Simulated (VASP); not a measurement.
Input of a VASP 6.6.1 run:

The input POSCAR:

```
Rb
1.0
    0.0000000000      3.5297233042      3.5297233042
    3.5297233042      0.0000000000      3.5297233042
    3.5297233042      3.5297233042      0.0000000000
Rb
1
Direct
    0.0000000000      0.0000000000      0.0000000000
```

The input INCAR.step1:

```
SYSTEM = Rb
PREC = Accurate
ENCUT = 550
ISMEAR = -1
SIGMA = 0.1
LREAL = .False.
LASPH = .True.
NELM = 120
NBANDS = 10
GGA = PE
ALGO = Normal
EDIFF = 1E-5
LWAVE = .True.
LCHARG = .False.
GGA_COMPAT = .False.
```

Contents of INCAR.step2:

```
SYSTEM = Rb
PREC = Accurate
ENCUT = 550
EDIFF = 1E-6
ISMEAR = -1
SIGMA = 0.1
LREAL = .False.
LASPH = .True.
NELM = 120
ALGO = Normal
ISIF = 2
LWAVE = .False.
LCHARG = .False.
METAGGA = R2SCAN
LMIXTAU = .True.
NBANDS = 10
ISTART = 1
GGA_COMPAT = .False.
```

KPOINTS

```
Automatic mesh
0
Gamma
  9 9 9
  0 0 0
```

Potentials or basis: VASP PAW PBE potentials, release 64 (Rb_sv).

Run with:

```sh
$ cat potpaw_PBE.64/Rb_sv/POTCAR > POTCAR
$ cp INCAR.step1 INCAR
$ mpirun -np 1 vasp_std > vasp.out
$ cp INCAR.step2 INCAR
$ mpirun -np 1 vasp_std > vasp.out
```

(1) What does it give for the band gap on the k mesh?

(2) Estimate the pressure.

Answers

(1) zero (an odd number of electrons rules out a gap without spin polarisation).

(2) 0.3 GPa.

Caveat: the PAW data sets were made with another functional, which shifts forces and pressure a little.
